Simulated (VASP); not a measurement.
Crystal: AlN.

```
CELL_PARAMETERS angstrom
0.00000 2.15448 2.15448
2.15448 0.00000 2.15448
2.15448 2.15448 0.00000
ATOMIC_POSITIONS crystal
Al 0.00000 0.00000 0.00000
N 0.25000 0.25000 0.25000
```

Base run:

| Quantity | Value |
| --- | --- |
| Program | VASP 6.6.1 |
| Functional | SVWN5 |
| Potentials or basis | VASP PAW PBE potentials, release 64 (Al, N) |
| Cutoff | 520 eV |
| k mesh | 10 × 10 × 10 |
| Occupations | fermi-dirac, width 0.05 eV |
| Spin | no spin polarisation |

Its results: band gap on the k mesh 3.25 eV, indirect (least direct gap 4.59 eV); pressure 6.0 GPa.

Q: The run is repeated on the same cell with these changes: functional from SVWN5 to PBE exchange alone; cutoff from 520 eV to 600 eV. What comes out?

A: Band gap on the k mesh 3.68 eV, indirect (least direct gap 4.88 eV); pressure 29.4 GPa.

Caveats: the PAW data sets were made with another functional, which shifts forces and pressure a little (some runs).

A k mesh can miss the band edges.
